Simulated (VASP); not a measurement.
Here is a VASP 6.6.1 calculation.

Contents of INCAR:

```
ALGO = Normal
EDIFF = 1E-7
ENCUT = 520
GGA = PE
ISIF = 2
ISMEAR = -1
ISPIN = 2
LASPH = True
LCHARG = True
LELF = True
LMAXMIX = 4
LORBIT = 11
LREAL = False
LVHAR = True
LWAVE = False
MAGMOM = 1
NBANDS = 15
NELM = 150
PREC = Accurate
SIGMA = 0.08
```

The input KPOINTS:

```
k-points
0
Gamma
  21 21 21
```

File POSCAR:

```
Ni
1.0
    0.0000000000      1.5492637101      1.5492637101
    1.5492637101      0.0000000000      1.5492637101
    1.5492637101      1.5492637101      0.0000000000
Ni
1
Direct
    0.0000000000      0.0000000000      0.0000000000
```

Potentials or basis: VASP PAW PBE potentials, release 64 (Ni).

The run is started by

```console
$ cat potpaw_PBE.64/Ni/POTCAR > POTCAR
$ mpirun -np 1 vasp_std > vasp.out
```

Predict the site moments.

Ni +0.50 μB.

Estimate the net moment.

0.52 μB per cell.

Estimate the pressure.

188.9 GPa.

Caveat: the cell stands under pressure.
